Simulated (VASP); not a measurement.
Write the native input for VASP 6.6.1 that does the following.

```yaml
Task: single point
Functional: PBE
Potentials_or_basis: VASP PAW PBE potentials, release 64 (La, O)
Cutoff: 520 eV
k_mesh: 12 × 12 × 4
Occupations: fermi-dirac, width 0.02 eV
Spin: no spin polarisation
Dipole_correction: no
Further_INCAR_settings: ALGO = Normal; EDIFF = 1e-06; NBANDS = 28
```

The structure of La2O3 lies in POSCAR:

```
La2O3
1.0
    3.9351015402      0.0000000000      0.0000000000
   -1.9675507701      3.4078979003      0.0000000000
    0.0000000000      0.0000000000      6.1262271608
La O
2 3
Direct
    0.6666666667      0.3333333333      0.7538431652
    0.3333333333      0.6666666667      0.2461568348
    0.6666666667      0.3333333333      0.3538862911
    0.3333333333      0.6666666667      0.6461137089
    0.0000000000      0.0000000000      0.0000000000
```

The input as run:

INCAR

```
PREC = Accurate ; ENCUT = 520
EDIFF = 1E-6 ; ISMEAR = -1
SIGMA = 0.02 ; LREAL = False
LASPH = True ; NELM = 80
ALGO = Normal ; ISIF = 2
LWAVE = False ; LCHARG = False
GGA = PE ; NBANDS = 28
```

KPOINTS

```
regular mesh
0
Gamma
  12 12 4
```

Potentials or basis: VASP PAW PBE potentials, release 64 (La, O).

Launch:

```console
$ cat potpaw_PBE.64/La/POTCAR potpaw_PBE.64/O/POTCAR > POTCAR
$ mpirun -np 1 vasp_std > vasp.out
```

It gave:

| Quantity | Value |
| --- | --- |
| Pressure | 1.0 GPa |
| Largest force | 0.037 eV/Å |
| Band gap on the k mesh | 3.86 eV, indirect (least direct gap 3.98 eV) |

Caveat: spin-orbit coupling is left out, which moves the levels of the heavy elements.

Wall time 2.7 min on 1 thread of Intel(R) Xeon(R) 6975P-C (Granite Rapids), with other jobs on the host, peak memory 0.29 GiB.
